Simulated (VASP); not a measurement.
# Te2Mo (P6_3/mmc) in VASP: notebook, part 2 of 2

VASP 6.6.1.

## 3. Single point, PBE

INCAR

```
SYSTEM = Te2Mo
  ALGO = Normal
  EDIFF = 1E-6
  ENCUT = 520
  GGA = PE
  ISIF = 2
  ISMEAR = -1
  LASPH = .TRUE.
  LCHARG = .TRUE.
  LELF = .TRUE.
  LREAL = .FALSE.
  LVHAR = .TRUE.
  LWAVE = .FALSE.
  NBANDS = 35
  NELM = 80
  PREC = Accurate
  SIGMA = 0.1
```

KPOINTS

```
k-points
0
G
  5 5 1
  0 0 0
```

POSCAR

```
Te2Mo
1.0
    3.5182000000      0.0000000000      0.0000000000
   -1.7591000000      3.0468505800      0.0000000000
    0.0000000000      0.0000000000     13.9736000000
Te Mo
4 2
Direct
    0.3333333333      0.6666666667      0.6210000000
    0.6666666667      0.3333333333      0.1210000000
    0.3333333333      0.6666666667      0.8790000000
    0.6666666667      0.3333333333      0.3790000000
    0.3333333333      0.6666666667      0.2500000000
    0.6666666667      0.3333333333      0.7500000000
```

Potentials or basis: VASP PAW PBE potentials, release 64 (Te, Mo_sv).

On the command line:

```bash
cat potpaw_PBE.64/Te/POTCAR potpaw_PBE.64/Mo_sv/POTCAR > POTCAR
mpirun -np 1 vasp_std > vasp.out
```

It took 65 s on 1 thread of Intel Xeon 8259CL, shared host; peak memory 0.27 GiB.

It converged, with:

- Free energy: -35.9315 eV
- Pressure: 3.1 GPa
- Largest force: 0.152 eV/Å
- Band gap on the k mesh: 0.71 eV (least direct gap 1.28 eV)

Forces in eV/Å, atoms in the order of the input:
```
Te   0.000  0.000 -0.152
Te   0.000  0.000 -0.152
Te   0.000  0.000  0.152
Te   0.000  0.000  0.152
Mo   0.000  0.000  0.000
Mo   0.000  0.000  0.000
```

Stress tensor (GPa, compression positive):
```
2.81 0.00 0.00
0.00 2.81 0.00
0.00 0.00 3.70
```

Levels at points of the mesh, in eV from the valence-band top:
| k point | band 24 | band 25 | band 26 | band 27 | band 28 | band 29 |
| --- | --- | --- | --- | --- | --- | --- |
| (0.00, 0.00, 0.00) | -1.02 | -0.32 | 0.00 | 2.91 | 2.91 | 3.04 |

Caveat: the k points lie up to 0.45 Å⁻¹ apart; semilocal functionals underestimate gaps, and a narrow one can read as zero; spin-orbit coupling is left out, which moves the levels of the heavy elements; this functional lacks dispersion, which binds layers or chains, so the pressure and a relaxed spacing across them are unreliable. A k mesh can miss the band edges.

## 4. Single point, PBE

INCAR

```
SYSTEM = Te2Mo
  PREC = Accurate
  ENCUT = 520
  EDIFF = 1E-6
  ISMEAR = -1
  SIGMA = 0.1
  LREAL = .False.
  LASPH = .True.
  NELM = 60
  ALGO = Normal
  ISIF = 2
  LWAVE = .False.
  LCHARG = .True.
  GGA = PE
  LELF = .True.
  LVHAR = .True.
  NBANDS = 35
```

KPOINTS

```
Automatic mesh
0
Gamma
  6 6 2
  0 0 0
```

POSCAR is that of step 3.

Potentials or basis: VASP PAW PBE potentials, release 64 (Te, Mo_sv).

On the command line:

```bash
cat potpaw_PBE.64/Te/POTCAR potpaw_PBE.64/Mo_sv/POTCAR > POTCAR
mpirun -np 1 vasp_std > vasp.out
```

OUTCAR:

```text
SYSTEM = Te2Mo
   PREC = Accurate
   ENCUT = 520
   EDIFF = 1E-6
   ISMEAR = -1
   LREAL = .False.
   LASPH = .True.
   NELM = 60
   ISIF = 2
   GGA = PE

 ion  position               nearest neighbor table
   1  0.333  0.667  0.621-   6 2.72   6 2.72   6 2.72   3 3.61
   2  0.667  0.333  0.121-   5 2.72   5 2.72   5 2.72   4 3.61
   3  0.333  0.667  0.879-   6 2.72   6 2.72   6 2.72   1 3.61
   4  0.667  0.333  0.379-   5 2.72   5 2.72   5 2.72   2 3.61
[... 730 lines left out ...]
  -------------------------------------------------------------------------------------
  Total        2.5214628      2.5214628      3.2033206      0.0000000     -0.0000000      0.0000000
  in kB       26.9701372     26.9701373     34.2634424      0.0000000     -0.0000000      0.0000000
  external PRESSURE =      29.4012390 kB  Pullay stress =       0.0000000 kB

 VOLUME and BASIS-vectors are now :
 -----------------------------------------------------------------------------
  energy-cutoff  :      520.00
  volume of cell :      149.79
      direct lattice vectors                 reciprocal lattice vectors
     3.518200000  0.000000000  0.000000000     0.284236257  0.164103879  0.000000000
    -1.759100000  3.046850580  0.000000000     0.000000000  0.328207759  0.000000000
     0.000000000  0.000000000 13.973600000     0.000000000  0.000000000  0.071563520

 POSITION                                       TOTAL-FORCE (eV/Angst)
 -----------------------------------------------------------------------------------
     -0.00000      2.03123      8.67761        -0.000000      0.000000     -0.194057
      1.75910      1.01562      1.69081        -0.000000     -0.000000     -0.194057
     -0.00000      2.03123     12.28279         0.000000      0.000000      0.194057
      1.75910      1.01562      5.29599        -0.000000     -0.000000      0.194057
     -0.00000      2.03123      3.49340         0.000000     -0.000000      0.000000
      1.75910      1.01562     10.48020        -0.000000      0.000000      0.000000
 -----------------------------------------------------------------------------------
    total drift:                               -0.000000      0.000000     -0.000000

  FREE ENERGIE OF THE ION-ELECTRON SYSTEM (eV)
  ---------------------------------------------------
  free  energy   TOTEN  =       -35.9868840064 eV

  energy  without entropy=      -35.9826924507  energy(sigma->0) =      -35.98478823
```

It took 2.9 min on 1 thread of Intel Xeon 8259CL, shared host; peak memory 0.3 GiB.

Results:

```yaml
Free_energy: -35.9869 eV
Pressure: 2.9 GPa
Largest_force: 0.194 eV/Å
Band_gap_on_the_k_mesh: 0.82 eV (least direct gap 1.04 eV)
```

Forces on the atoms (eV/Å):
```
Te   0.000  0.000 -0.194
Te   0.000  0.000 -0.194
Te   0.000  0.000  0.194
Te   0.000  0.000  0.194
Mo   0.000  0.000  0.000
Mo   0.000  0.000  0.000
```

Levels at points of the mesh, in eV from the valence-band top:
```tsv
k point	band 24	band 25	band 26	band 27	band 28	band 29
(0.00, 0.00, 0.00)	-1.02	-0.32	0.00	2.90	2.90	3.03
(0.50, 0.00, 0.00)	-0.96	-0.61	-0.32	1.26	1.32	1.45
(0.00, 0.00, 0.50)	-1.04	-0.08	-0.08	2.94	2.94	2.94
(0.50, 0.00, 0.50)	-0.97	-0.46	-0.46	1.28	1.28	1.64
```

Caveat: spin-orbit coupling is left out, which moves the levels of the heavy elements; this functional lacks dispersion, which binds layers or chains, so the pressure and a relaxed spacing across them are unreliable.

## 5. Single point, PBE

INCAR

```
  PREC = Accurate
  ENCUT = 520
  EDIFF = 1E-7
  ISMEAR = -1
  SIGMA = 0.1
  LREAL = False
  LASPH = True
  NELM = 100
  ALGO = Normal
  ISIF = 2
  LWAVE = False
  LCHARG = False
  GGA = PE
  NBANDS = 35
```

KPOINTS

```
Automatic mesh
0
Gamma
  7 7 2
```

POSCAR is that of step 4.

On the command line:

```bash
cat potpaw_PBE.64/Te/POTCAR potpaw_PBE.64/Mo_sv/POTCAR > POTCAR
mpirun -np 1 vasp_std > vasp.out
```

Run time: 3.1 min. Hardware: 1 thread of Intel Xeon 8259CL, shared host; peak memory 0.31 GiB.

Results (log left out):

```
Free energy            : -35.9867 eV
Pressure               : 2.9 GPa
Largest force          : 0.190 eV/Å
Band gap on the k mesh : 0.84 eV (least direct gap 1.25 eV)
```

Forces in eV/Å, atoms in the order of the input:
```
Te   0.000  0.000 -0.190
Te   0.000  0.000 -0.190
Te   0.000  0.000  0.190
Te   0.000  0.000  0.190
Mo   0.000  0.000  0.000
Mo   0.000  0.000  0.000
```

Stress tensor (GPa, compression positive):
```
2.70 0.00 0.00
0.00 2.70 0.00
0.00 0.00 3.44
```

Levels at points of the mesh, in eV from the valence-band top:
| k point | band 24 | band 25 | band 26 | band 27 | band 28 | band 29 |
| --- | --- | --- | --- | --- | --- | --- |
| (0.00, 0.00, 0.00) | -1.03 | -0.32 | 0.00 | 2.90 | 2.90 | 3.03 |
| (0.00, 0.00, 0.50) | -1.04 | -0.08 | -0.08 | 2.94 | 2.94 | 2.94 |

Caveat: spin-orbit coupling is left out, which moves the levels of the heavy elements; this functional lacks dispersion, which binds layers or chains, so the pressure and a relaxed spacing across them are unreliable.

## 6. Single point, PBE

INCAR

```
PREC = Accurate
ENCUT = 520
EDIFF = 1E-7
ISMEAR = -1
SIGMA = 0.1
LREAL = False
LASPH = True
NELM = 60
ALGO = Normal
ISIF = 2
LWAVE = False
LCHARG = True
GGA = PE
LELF = True
LVHAR = True
NBANDS = 35
```

KPOINTS

```
Automatic mesh
0
Gamma
  9 9 2
```

POSCAR is that of step 5.

Potentials or basis: VASP PAW PBE potentials, release 64 (Te, Mo_sv).

On the command line:

```bash
cat potpaw_PBE.64/Te/POTCAR potpaw_PBE.64/Mo_sv/POTCAR > POTCAR
mpirun -np 1 vasp_std > vasp.out
```

It took 4.5 min on 1 thread of Intel Xeon 8259CL, shared host; peak memory 0.33 GiB.

It converged, with:

```
Free energy            : -35.9876 eV
Pressure               : 2.9 GPa
Largest force          : 0.190 eV/Å
Band gap on the k mesh : 0.78 eV (least direct gap 1.04 eV)
```

Forces in eV/Å, atoms in the order of the input:
```
Te   0.000  0.000 -0.190
Te   0.000  0.000 -0.190
Te   0.000  0.000  0.190
Te   0.000  0.000  0.190
Mo   0.000  0.000  0.000
Mo   0.000  0.000  0.000
```

Stress tensor (GPa, compression positive):
```
2.69 0.00 0.00
0.00 2.69 0.00
0.00 0.00 3.45
```

Levels at points of the mesh, in eV from the valence-band top:
```csv
k point,band 24,band 25,band 26,band 27,band 28,band 29
"(0.00, 0.00, 0.00)",-1.03,-0.32,0.00,2.90,2.90,3.03
"(0.00, 0.00, 0.50)",-1.04,-0.08,-0.08,2.94,2.94,2.94
```

Caveat: semilocal functionals underestimate gaps, and a narrow one can read as zero; spin-orbit coupling is left out, which moves the levels of the heavy elements; this functional lacks dispersion, which binds layers or chains, so the pressure and a relaxed spacing across them are unreliable.

## 7. Overview

| k mesh | gap on the mesh (eV) | pressure (GPa) | largest force (eV/Å) |
| --- | --- | --- | --- |
| 3 × 3 × 1 | 1.00 | 2.6 | 0.10 |
| 5 × 5 × 1 | 0.71 | 3.1 | 0.15 |
| 6 × 6 × 2 | 0.82 | 2.9 | 0.19 |
| 7 × 7 × 2 | 0.84 | 2.9 | 0.19 |
| 9 × 9 × 2 | 0.78 | 2.9 | 0.19 |

Alike in all rows: task single point; level PBE; potentials or basis VASP PAW PBE potentials, release 64 (Te, Mo_sv); no spin polarisation; cell as given; cutoff (eV) 520; smearing fermi-dirac 0.1 eV.

Caveats: some runs use coarse meshes; spin-orbit coupling is left out, which moves the levels of the heavy elements; this functional lacks dispersion, which binds layers or chains, so the pressure and a relaxed spacing across them are unreliable; semilocal functionals underestimate gaps, and a narrow one can read as zero (at least some runs).

Total energies depend on the potentials used, so only differences within one code and one set of settings carry meaning.
